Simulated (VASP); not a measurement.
# NiI3 (Pm-3m) in VASP: single point with PBE+U

Aim: the single point of NiI3 with PBE+U.

Program: VASP 6.6.1. These are calculated values, not measurements. Logs are shortened: lines on timing, memory, paths and dates and some standing lists are left out, and cuts for length are marked.

## Step 1: The cell of the first run

It takes space group Pm-3m (No. 221, cubic). The conventional cell has a = 5.559 Å, b = 5.559 Å, c = 5.559 Å, α = 90.00°, β = 90.00°, γ = 90.00°. Ni (site symmetry m-3m) has 6 I at 2.78 Å within 3.7 Å. I (site symmetry 4/mmm) has 2 Ni at 2.78 Å within 3.7 Å.

## Step 2: Single point, PBE+U, collinear spin, ferromagnetic start

File INCAR:

```
  PREC = Accurate
  ENCUT = 520
  EDIFF = 1E-6
  ISMEAR = 0
  SIGMA = 0.05
  LREAL = F
  LASPH = T
  NELM = 150
  ALGO = Normal
  ISIF = 2
  LWAVE = F
  LCHARG = F
  ISPIN = 2
  MAGMOM = 0.5 0 0 0
  LORBIT = 11
  LMAXMIX = 4
  LDAU = T
  LDAUTYPE = 2
  LDAUL = 2 -1
  LDAUU = 6.2 0
  LDAUJ = 0 0
  LDAUPRINT = 1
  GGA = PE
  NBANDS = 28
```

File KPOINTS:

```
regular mesh
0
Gamma
  6 6 6
```

File POSCAR:

```
NiI3
1.0
    5.5589997942      0.0000000000      0.0000000000
    0.0000000000      5.5589997942      0.0000000000
    0.0000000000      0.0000000000      5.5589997942
Ni I
1 3
Direct
    0.0000000000      0.0000000000      0.0000000000
    0.5000000000      0.0000000000      0.0000000000
    0.0000000000      0.0000000000      0.5000000000
    0.0000000000      0.5000000000      0.0000000000
```

Potentials or basis: VASP PAW PBE potentials, release 64 (Ni, I).

The run is started by

```sh
$ cat potpaw_PBE.64/Ni/POTCAR potpaw_PBE.64/I/POTCAR > POTCAR
$ mpirun -np 1 vasp_std > vasp.out
```

OUTCAR:

```text
PREC = Accurate
   ENCUT = 520
   EDIFF = 1E-6
   ISMEAR = 0
   LREAL = F
   LASPH = T
   NELM = 150
   ISIF = 2
   ISPIN = 2
   LORBIT = 11
   GGA = PE

 ion  position               nearest neighbor table
   1  0.000  0.000  0.000-   2 2.78   3 2.78   4 2.78   3 2.78   4 2.78   2 2.78
   2  0.500  0.000  0.000-   1 2.78   1 2.78
   3  0.000  0.000  0.500-   1 2.78   1 2.78
   4  0.000  0.500  0.000-   1 2.78   1 2.78

  LATTYP: Found a simple cubic cell.
 ALAT       =     5.5589997942

  Lattice vectors:

 A1 = (   5.5589997942,   0.0000000000,   0.0000000000)
 A2 = (   0.0000000000,   5.5589997942,   0.0000000000)
 A3 = (   0.0000000000,   0.0000000000,   5.5589997942)

Analysis of symmetry for initial positions (statically):
=====================================================================
 Subroutine PRICEL returns:
 Original cell was already a primitive cell.

 Routine SETGRP: Setting up the symmetry group for a
 simple cubic supercell.

 Subroutine GETGRP returns: Found 48 space group operations
 (whereof 48 operations were pure point group operations)
 out of a pool of 48 trial point group operations.

The static configuration has the point symmetry O_h .

Analysis of symmetry for dynamics (positions and initial velocities):
=====================================================================
 Subroutine PRICEL returns:
 Original cell was already a primitive cell.

 Routine SETGRP: Setting up the symmetry group for a
 simple cubic supercell.

 Subroutine GETGRP returns: Found 48 space group operations
 (whereof 48 operations were pure point group operations)
 out of a pool of 48 trial point group operations.

The dynamic configuration has the point symmetry O_h .

Analysis of structural, dynamic, and magnetic symmetry:
=====================================================================
 Subroutine PRICEL returns:
 Original cell was already a primitive cell.

 Routine SETGRP: Setting up the symmetry group for a
 simple cubic supercell.

 Subroutine GETGRP returns: Found 48 space group operations
 (whereof 48 operations were pure point group operations)
 out of a pool of 48 trial point group operations.

The overall configuration has the point symmetry O_h .

 Subroutine INISYM returns: Found 48 space group operations
 (whereof 48 operations are pure point group operations),
 and found     1 'primitive' translations

----------------------------------------------------------------------------------------

                                     Primitive cell

  volume of cell :     171.7869

  direct lattice vectors                    reciprocal lattice vectors
     5.558999794  0.000000000  0.000000000     0.179888476  0.000000000  0.000000000
     0.000000000  5.558999794  0.000000000     0.000000000  0.179888476  0.000000000
     0.000000000  0.000000000  5.558999794     0.000000000  0.000000000  0.179888476

  length of vectors
     5.558999794  5.558999794  5.558999794     0.179888476  0.179888476  0.179888476

  position of ions in fractional coordinates (direct lattice)
     0.000000000  0.000000000  0.000000000
     0.500000000  0.000000000  0.000000000
     0.000000000  0.000000000  0.500000000
     0.000000000  0.500000000  0.000000000

  ion indices of the primitive-cell ions
   primitive index   ion index
                 1           1
                 2           2
                 3           3
                 4           4

----------------------------------------------------------------------------------------

[... 78 lines left out ...]
   EFERMI =   0.00;   METHOD = LEGACY
   ISMEAR =     0;   SIGMA  =   0.05  broadening in eV -4-tet -1-fermi 0-gaus
   EFERMI_NEDOS =   21; number of points for ismear=-14 and -15
   IALGO  =     38    algorithm
   IMIX   =      4    mixing-type and parameters
     AMIX     =   0.40;   BMIX     =  1.00
     AMIX_MAG =   1.60;   BMIX_MAG =  1.00
  volume/ion in A,a.u.               =      42.95       289.82
  Fermi-wavevector in a.u.,A,eV,Ry     =   0.925121  1.748226 11.644541  0.855850
  Thomas-Fermi vector in A             =   2.050941
   LORBIT       =     11    0 simple, 1 ext, 2 COOP (PROOUT), +10 PAW based schemes
 LDA+U is selected, type is set to LDAUTYPE =  2
   angular momentum for each species LDAUL =     2   -1
   U (eV)           for each species LDAUU =   6.2  0.0
   J (eV)           for each species LDAUJ =   0.0  0.0
   GGA     = PE    functional components
   LHFCALC =     F    Hartree Fock is set to
   AEXX    =    0.0000 exact exchange contribution
   IVDW    =     0    specifies the selected vdW correction
   LEPSILON=     F    determine dielectric tensor
   LRPA    =     F    only Hartree local field effects (RPA)
 spin polarized calculation
 Gauss-broadening in eV      SIGMA  =   0.05
  energy-cutoff  :      520.00
  volume of cell :      171.79
 maximum number of plane-waves:      4680
 NGX is ok and might be reduce to    42
   NGX = 21   NGY = 21   NGZ = 21

atom =   1  type =  1  l = 2

 onsite density matrix

spin component  1

  0.9729  0.0000  0.0000 -0.0000 -0.0000
  0.0000  0.9729  0.0000  0.0000 -0.0000
  0.0000  0.0000  0.9921  0.0000  0.0000
 -0.0000  0.0000  0.0000  0.9729  0.0000
 -0.0000 -0.0000  0.0000  0.0000  0.9921

spin component  2

  0.9707  0.0000  0.0000 -0.0000 -0.0000
  0.0000  0.9707  0.0000  0.0000  0.0000
  0.0000  0.0000  0.1719  0.0000  0.0000
 -0.0000  0.0000  0.0000  0.9707 -0.0000
 -0.0000  0.0000  0.0000 -0.0000  0.1719

 occupancies and eigenvectors

  o =  0.1719  v =  0.0000  0.0000  0.0000  0.0000  0.0000  0.0000  0.0000 -0.0001  0.0000  1.0000      0.0000  0.0000  0.0000  0.0000  0.0000  0.0000  0.0000  0.0000  0.0000  0.0000
  o =  0.1719  v =  0.0000  0.0000  0.0000  0.0000  0.0000  0.0000  0.0000  1.0000 -0.0000  0.0001      0.0000  0.0000  0.0000  0.0000  0.0000  0.0000  0.0000  0.0000  0.0000  0.0000
  o =  0.9707  v =  0.0000  0.0000  0.0000  0.0000  0.0000  0.0000 -0.9611  0.0000 -0.2763  0.0000      0.0000  0.0000  0.0000  0.0000  0.0000  0.0000  0.0000  0.0000  0.0000  0.0000
  o =  0.9707  v =  0.0000  0.0000  0.0000  0.0000  0.0000  0.0000  0.2763 -0.0000 -0.9611  0.0000      0.0000  0.0000  0.0000  0.0000  0.0000  0.0000  0.0000  0.0000  0.0000  0.0000
  o =  0.9707  v =  0.0000  0.0000  0.0000  0.0000  0.0000  1.0000  0.0000  0.0000  0.0000  0.0000      0.0000  0.0000  0.0000  0.0000  0.0000  0.0000  0.0000  0.0000  0.0000  0.0000
  o =  0.9729  v =  0.0000  0.9978  0.0000  0.0664 -0.0000  0.0000  0.0000  0.0000  0.0000  0.0000      0.0000  0.0000  0.0000  0.0000  0.0000  0.0000  0.0000  0.0000  0.0000  0.0000
  o =  0.9729  v =  0.0000 -0.0664  0.0000  0.9978 -0.0000  0.0000  0.0000  0.0000  0.0000  0.0000      0.0000  0.0000  0.0000  0.0000  0.0000  0.0000  0.0000  0.0000  0.0000  0.0000
  o =  0.9729  v =  1.0000  0.0000  0.0000  0.0000  0.0000  0.0000  0.0000  0.0000  0.0000  0.0000      0.0000  0.0000  0.0000  0.0000  0.0000  0.0000  0.0000  0.0000  0.0000  0.0000
  o =  0.9921  v =  0.0000  0.0000 -0.0024  0.0000  1.0000  0.0000  0.0000  0.0000  0.0000  0.0000      0.0000  0.0000  0.0000  0.0000  0.0000  0.0000  0.0000  0.0000  0.0000  0.0000
  o =  0.9921  v =  0.0000 -0.0000  1.0000 -0.0000  0.0024  0.0000  0.0000  0.0000  0.0000  0.0000      0.0000  0.0000  0.0000  0.0000  0.0000  0.0000  0.0000  0.0000  0.0000  0.0000

 number of electron      30.9999987 magnetization       1.6903372

 Free energy of the ion-electron system (eV)
  ---------------------------------------------------
  ext. energy  EPLUGINS =         0.00000000
  ---------------------------------------------------
  free energy    TOTEN  =        -6.90254020 eV

  energy without entropy =       -6.89590681  energy(sigma->0) =       -6.89922350

 E-fermi :   1.2025     XC(G=0):  -7.3694

 val. band max:        1.1969532747   @ k =   0.5000   0.3333   0.3333
 cond. band min:       1.2208052437   @ k =   0.3333   0.3333   0.3333
 fundamental gap:      0.0238519691
 Fermi energy:         1.2025006092

 spin component 1

 k-point     1 :       0.0000    0.0000    0.0000
  band No.  band energies     occupation
      1     -11.2036      1.00000
      2     -10.2290      1.00000
      3     -10.2290      1.00000
      4      -5.8091      1.00000
      5      -5.8090      1.00000
      6      -4.8840      1.00000
[... 589 lines left out ...]
     26      10.2901      0.00000
     27      10.2901      0.00000
 Fermi energy:         1.2025006092

 spin component 2

 k-point     1 :       0.0000    0.0000    0.0000
  band No.  band energies     occupation
      1     -11.1881      1.00000
      2     -10.0996      1.00000
      3     -10.0996      1.00000
      4      -3.9454      1.00000
      5      -3.9451      1.00000
      6      -3.9449      1.00000
[... 589 lines left out ...]
     26      10.3333      0.00000
     27      10.3333      0.00000
 [bands above 27 left out]

------------------------ aborting loop because EDIFF is reached ----------------------------------------

  FORCE on cell =-STRESS in cart. coord.  units (eV):
  Direction    XX          YY          ZZ          XY          YZ          ZX
  --------------------------------------------------------------------------------------
  -------------------------------------------------------------------------------------
  Total       -0.2491193     -0.2491193     -0.2491193      0.0000000     -0.0000000     -0.0000000
  in kB       -2.3234216     -2.3234216     -2.3234216      0.0000000     -0.0000000     -0.0000000
  external PRESSURE =      -2.3234216 kB  Pullay stress =       0.0000000 kB

 VOLUME and BASIS-vectors are now :
 -----------------------------------------------------------------------------
  energy-cutoff  :      520.00
  volume of cell :      171.79
      direct lattice vectors                 reciprocal lattice vectors
     5.558999794  0.000000000  0.000000000     0.179888476  0.000000000  0.000000000
     0.000000000  5.558999794  0.000000000     0.000000000  0.179888476  0.000000000
     0.000000000  0.000000000  5.558999794     0.000000000  0.000000000  0.179888476

 POSITION                                       TOTAL-FORCE (eV/Angst)
 -----------------------------------------------------------------------------------
      0.00000      0.00000      0.00000         0.000000      0.000000      0.000000
      2.77950      0.00000      0.00000         0.000000      0.000000      0.000000
      0.00000      0.00000      2.77950         0.000000      0.000000      0.000000
      0.00000      2.77950      0.00000         0.000000      0.000000      0.000000
 -----------------------------------------------------------------------------------
    total drift:                               -0.000000     -0.000000     -0.000000

  FREE ENERGIE OF THE ION-ELECTRON SYSTEM (eV)
  ---------------------------------------------------
  free  energy   TOTEN  =        -6.9025401985 eV

  energy  without entropy=       -6.8959068063  energy(sigma->0) =       -6.89922350

 total charge

# of ion       s       p       d       tot
------------------------------------------
    1        0.340   0.283   8.139   8.763
    2        1.516   2.730   0.012   4.258
    3        1.516   2.730   0.012   4.258
    4        1.516   2.730   0.012   4.258
--------------------------------------------------
tot          4.888   8.475   8.175  21.538

 magnetization (x)

# of ion       s       p       d       tot
------------------------------------------
    1        0.025   0.024   1.645   1.694
    2        0.004  -0.009   0.002  -0.003
    3        0.004  -0.009   0.002  -0.003
    4        0.004  -0.009   0.002  -0.003
--------------------------------------------------
tot          0.038  -0.005   1.651   1.684
```

Wall time 9.6 min (1 thread of Intel Xeon Platinum 8488C (Sapphire Rapids), shared host); peak memory 0.39 GiB.

Results:

| Property | Result |
| --- | --- |
| Free energy | -6.9025 eV |
| Pressure | -0.2 GPa |
| Net moment | 1.69 μB per cell |
| Site moments | Ni +1.69; I -0.00 μB |
| Valence electrons inside the program's atomic spheres | Ni 8.76; I 4.26 |

Eigenvalues of the final occupation matrices:
```csv
site,spin,trace,eigenvalues
site 1 d,1,4.90,0.97 0.97 0.97 0.99 0.99
site 1 d,2,3.26,0.17 0.17 0.97 0.97 0.97
```

Caveat: spin-orbit coupling is left out, which moves the levels of the heavy elements.
